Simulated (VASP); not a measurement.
A run of VASP 6.6.1:

File INCAR:

```
SYSTEM = Te2Mo
PREC     = Accurate       ! precision mode
ENCUT    = 600            ! plane-wave cutoff, eV
EDIFF    = 1E-6           ! SCF threshold, eV
ISMEAR   = -1             ! smearing method
SIGMA    = 0.05           ! smearing width, eV
LREAL    = .False.        ! projectors in reciprocal space
LASPH    = .True.         ! aspherical terms in the spheres
NELM     = 80             ! most SCF steps
ALGO     = Normal         ! electronic algorithm
ISIF     = 3              ! what is computed and relaxed
LWAVE    = .False.        ! write WAVECAR
LCHARG   = .False.        ! write CHGCAR
GGA      = RE             ! functional
IVDW     = 13             ! dispersion correction
IBRION   = 2              ! ionic algorithm
NSW      = 60             ! ionic steps
EDIFFG   = -0.01          ! ionic threshold
```

File KPOINTS:

```
Automatic mesh
0
Gamma
  9 9 2
  0 0 0
```

The input POSCAR:

```
Te2Mo
1.0
    3.5182000000      0.0000000000      0.0000000000
   -1.7591000000      3.0468505756      0.0000000000
    0.0000000000      0.0000000000     13.9736000000
Te Mo
4 2
Direct
    0.6666666667      0.3333333333      0.3790000000
    0.3333333333      0.6666666667      0.8790000000
    0.6666666667      0.3333333333      0.1210000000
    0.3333333333      0.6666666667      0.6210000000
    0.6666666667      0.3333333333      0.7500000000
    0.3333333333      0.6666666667      0.2500000000
```

Potentials or basis: VASP PAW PBE potentials, release 64 (Te, Mo_sv).

Launch:

```console
$ cat potpaw_PBE.64/Te/POTCAR potpaw_PBE.64/Mo_sv/POTCAR > POTCAR
$ mpirun -np 1 vasp_std > vasp.out
```

Hardware: 1 thread of Oxide Virtual Turin-like Processor, with other jobs on the host.

Q: Estimate the wall time of this run.

A: Run time: 23 min on 1 thread of Oxide Virtual Turin-like Processor, on a shared host, peak memory 0.34 GiB. Counts: scf iterations 103, k points 24, ion steps 12.
